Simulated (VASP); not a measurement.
# Rb2SiO6 (Fm-3m) in VASP: single point with PBE

Aim: the single point of Rb2SiO6 with PBE.

Everything below comes from runs of VASP 6.6.1. Logs are shortened: lines on timing, memory, paths and dates and some standing lists are left out, and cuts for length are marked.

## Step 1: The cell of the first run

Symmetry: Fm-3m, No. 225, cubic system. The conventional cell has a = 7.980 Å, b = 7.980 Å, c = 7.980 Å, α = 90.00°, β = 90.00°, γ = 90.00°. Rb (site symmetry -43m) has 12 O at 2.82 Å and 4 Si at 3.46 Å within 3.7 Å. Si (site symmetry m-3m) has 6 O at 1.96 Å within 2.6 Å. O (site symmetry 4mm) has 1 Si at 1.96 Å within 2.6 Å.

## Step 2: Single point, PBE

The input, INCAR:

```
SYSTEM = Rb2SiO6
ALGO = Normal
EDIFF = 1E-7
ENCUT = 520
GGA = PE
ISIF = 2
ISMEAR = 0
LASPH = .True.
LCHARG = .False.
LREAL = .False.
LWAVE = .False.
NBANDS = 39
NELM = 80
PREC = Accurate
SIGMA = 0.1
```

The input, KPOINTS:

```
k-points
0
Gamma
  4 4 4
  0 0 0
```

The input, POSCAR:

```
Rb2SiO6
1.0
    0.0000000000      3.9899795500      3.9899795500
    3.9899795500      0.0000000000      3.9899795500
    3.9899795500      3.9899795500      0.0000000000
Rb Si O
2 1 6
Direct
    0.2500000000      0.2500000000      0.2500000000
    0.7500000000      0.7500000000      0.7500000000
    0.0000000000      0.0000000000      0.0000000000
    0.7538864600      0.2461135400      0.2461135400
    0.2461135400      0.7538864600      0.2461135400
    0.2461135400      0.2461135400      0.7538864600
    0.2461135400      0.7538864600      0.7538864600
    0.7538864600      0.2461135400      0.7538864600
    0.7538864600      0.7538864600      0.2461135400
```

Potentials or basis: VASP PAW PBE potentials, release 64 (Rb_sv, Si, O).

Command:

```console
$ cat potpaw_PBE.64/Rb_sv/POTCAR potpaw_PBE.64/Si/POTCAR potpaw_PBE.64/O/POTCAR > POTCAR
$ mpirun -np 1 vasp_std > vasp.out
```

OUTCAR:

```text
SYSTEM = Rb2SiO6
   EDIFF = 1E-7
   ENCUT = 520
   GGA = PE
   ISIF = 2
   ISMEAR = 0
   LASPH = .True.
   LREAL = .False.
   NELM = 80
   PREC = Accurate

 ion  position               nearest neighbor table
   1  0.250  0.250  0.250-   9 2.82   9 2.82   4 2.82   5 2.82   6 2.82   8 2.82   6 2.82   7 2.82
                             8 2.82   4 2.82   5 2.82   7 2.82   3 3.46   3 3.46   3 3.46   3 3.46
   2  0.750  0.750  0.750-   7 2.82   8 2.82   9 2.82   6 2.82   6 2.82   9 2.82   4 2.82   4 2.82
                             8 2.82   5 2.82   5 2.82   7 2.82   3 3.46   3 3.46   3 3.46   3 3.46
   3  0.000  0.000  0.000-   4 1.96   5 1.96   6 1.96   7 1.96   8 1.96   9 1.96   2 3.46   2 3.46
                             2 3.46   1 3.46   1 3.46   1 3.46   2 3.46   1 3.46
   4  0.754  0.246  0.246-   3 1.96   1 2.82   2 2.82   2 2.82   1 2.82
   5  0.246  0.754  0.246-   3 1.96   1 2.82   2 2.82   2 2.82   1 2.82
   6  0.246  0.246  0.754-   3 1.96   2 2.82   1 2.82   2 2.82   1 2.82
   7  0.246  0.754  0.754-   3 1.96   2 2.82   2 2.82   1 2.82   1 2.82
   8  0.754  0.246  0.754-   3 1.96   2 2.82   2 2.82   1 2.82   1 2.82
   9  0.754  0.754  0.246-   3 1.96   2 2.82   1 2.82   1 2.82   2 2.82

  LATTYP: Found a face centered cubic cell.
 ALAT       =     7.9799591000

  Lattice vectors:

 A1 = (   0.0000000000,   3.9899795500,   3.9899795500)
 A2 = (   3.9899795500,   0.0000000000,   3.9899795500)
 A3 = (   3.9899795500,   3.9899795500,   0.0000000000)

Analysis of symmetry for initial positions (statically):
=====================================================================
 Subroutine PRICEL returns:
 Original cell was already a primitive cell.

 Routine SETGRP: Setting up the symmetry group for a
 face centered cubic supercell.

 Subroutine GETGRP returns: Found 48 space group operations
 (whereof 48 operations were pure point group operations)
 out of a pool of 48 trial point group operations.

The static configuration has the point symmetry O_h .

Analysis of symmetry for dynamics (positions and initial velocities):
=====================================================================
 Subroutine PRICEL returns:
 Original cell was already a primitive cell.

 Routine SETGRP: Setting up the symmetry group for a
 face centered cubic supercell.

 Subroutine GETGRP returns: Found 48 space group operations
 (whereof 48 operations were pure point group operations)
 out of a pool of 48 trial point group operations.

The dynamic configuration has the point symmetry O_h .

 Subroutine INISYM returns: Found 48 space group operations
 (whereof 48 operations are pure point group operations),
 and found     1 'primitive' translations
[... 102 lines left out ...]
   PSTRESS=    0.0 pullay stress
   NELECT =      58.0000    total number of electrons
   NUPDOWN=      -1.0000    fix difference up-down
   EMIN   =  10.00;   EMAX   =-10.00  energy-range for DOS
   EFERMI =   0.00;   METHOD = LEGACY
   ISMEAR =     0;   SIGMA  =   0.10  broadening in eV -4-tet -1-fermi 0-gaus
   EFERMI_NEDOS =   21; number of points for ismear=-14 and -15
   IALGO  =     38    algorithm
   IMIX   =      4    mixing-type and parameters
     AMIX     =   0.40;   BMIX     =  1.00
     AMIX_MAG =   1.60;   BMIX_MAG =  1.00
  volume/ion in A,a.u.               =      14.12        95.26
  Fermi-wavevector in a.u.,A,eV,Ry     =   1.260579  2.382149 21.620475  1.589060
  Thomas-Fermi vector in A             =   2.394082
   LORBIT       =      0    0 simple, 1 ext, 2 COOP (PROOUT), +10 PAW based schemes
   GGA     = PE    functional components
   LHFCALC =     F    Hartree Fock is set to
   AEXX    =    0.0000 exact exchange contribution
   IVDW    =     0    specifies the selected vdW correction
   LEPSILON=     F    determine dielectric tensor
   LRPA    =     F    only Hartree local field effects (RPA)
 non-spin polarized calculation
 Gauss-broadening in eV      SIGMA  =   0.10
  energy-cutoff  :      520.00
  volume of cell :      127.04
 maximum number of plane-waves:      3479
 NGX is ok and might be reduce to    42
   NGX = 21   NGY = 21   NGZ = 21

 number of electron      57.9999993 magnetization

 Free energy of the ion-electron system (eV)
  ---------------------------------------------------
  ext. energy  EPLUGINS =         0.00000000
  ---------------------------------------------------
  free energy    TOTEN  =       -39.85268529 eV

  energy without entropy =      -39.75420052  energy(sigma->0) =      -39.80344291

 E-fermi :  -0.2720     XC(G=0):  -9.9498

 val. band max:       -0.2840625145   @ k =   0.5000   0.2500   0.0000
 cond. band min:      -0.2709213503   @ k =  -0.2500   0.2500   0.0000
 fundamental gap:      0.0131411641
 Fermi energy:        -0.2720079913

 k-point     1 :       0.0000    0.0000    0.0000
  band No.  band energies     occupation
      1     -23.0288      2.00000
      2     -22.8548      2.00000
      3     -17.2998      2.00000
      4     -16.2440      2.00000
      5     -16.2440      2.00000
      6     -16.2440      2.00000
[... 325 lines left out ...]
     38      10.9056      0.00000
     39      11.9292      0.00000

------------------------ aborting loop because EDIFF is reached ----------------------------------------

  FORCE on cell =-STRESS in cart. coord.  units (eV):
  Direction    XX          YY          ZZ          XY          YZ          ZX
  --------------------------------------------------------------------------------------
  -------------------------------------------------------------------------------------
  Total       -5.0134590     -5.0134590     -5.0134590      0.0000000     -0.0000000     -0.0000000
  in kB      -63.2275056    -63.2275056    -63.2275056      0.0000000     -0.0000000     -0.0000000
  external PRESSURE =     -63.2275056 kB  Pullay stress =       0.0000000 kB

 VOLUME and BASIS-vectors are now :
 -----------------------------------------------------------------------------
  energy-cutoff  :      520.00
  volume of cell :      127.04
      direct lattice vectors                 reciprocal lattice vectors
     0.000000000  3.989979550  3.989979550    -0.125313925  0.125313925  0.125313925
     3.989979550  0.000000000  3.989979550     0.125313925 -0.125313925  0.125313925
     3.989979550  3.989979550  0.000000000     0.125313925  0.125313925 -0.125313925

 POSITION                                       TOTAL-FORCE (eV/Angst)
 -----------------------------------------------------------------------------------
      1.99499      1.99499      1.99499         0.000000      0.000000     -0.000000
      5.98497      5.98497      5.98497        -0.000000      0.000000     -0.000000
      0.00000      0.00000      0.00000         0.000000      0.000000     -0.000000
      1.96398      3.98998      3.98998        -2.903862      0.000000     -0.000000
      3.98998      1.96398      3.98998         0.000000     -2.903862     -0.000000
      3.98998      3.98998      1.96398         0.000000      0.000000     -2.903862
      6.01598      3.98998      3.98998         2.903862      0.000000     -0.000000
      3.98998      6.01598      3.98998         0.000000      2.903862     -0.000000
      3.98998      3.98998      6.01598         0.000000      0.000000      2.903862
 -----------------------------------------------------------------------------------
    total drift:                               -0.000000     -0.000000      0.000000

  FREE ENERGIE OF THE ION-ELECTRON SYSTEM (eV)
  ---------------------------------------------------
  free  energy   TOTEN  =       -39.8526852920 eV

  energy  without entropy=      -39.7542005202  energy(sigma->0) =      -39.80344291
```

Wall time 49 s (1 thread of Intel Xeon Platinum 8375C at 2.90GHz (Ice Lake), shared host); peak memory 0.26 GiB.

Results:

```yaml
Free_energy: -39.8527 eV
Pressure: -6.3 GPa
Largest_force: 2.904 eV/Å
Band_gap_on_the_k_mesh: zero (band 29 reaches 0.03 eV, above the bottom of band 30 at -0.41 eV)
```

Forces in eV/Å, atoms in the order of the input:
```
Rb   0.000  0.000  0.000
Rb   0.000  0.000  0.000
Si   0.000  0.000  0.000
O   -2.904  0.000  0.000
O    0.000 -2.904  0.000
O    0.000  0.000 -2.904
O    2.904  0.000  0.000
O    0.000  2.904  0.000
O    0.000  0.000  2.904
```

Caveat: forces of over 1 eV/Å act on the atoms, so gaps and moduli don't describe the material at rest.
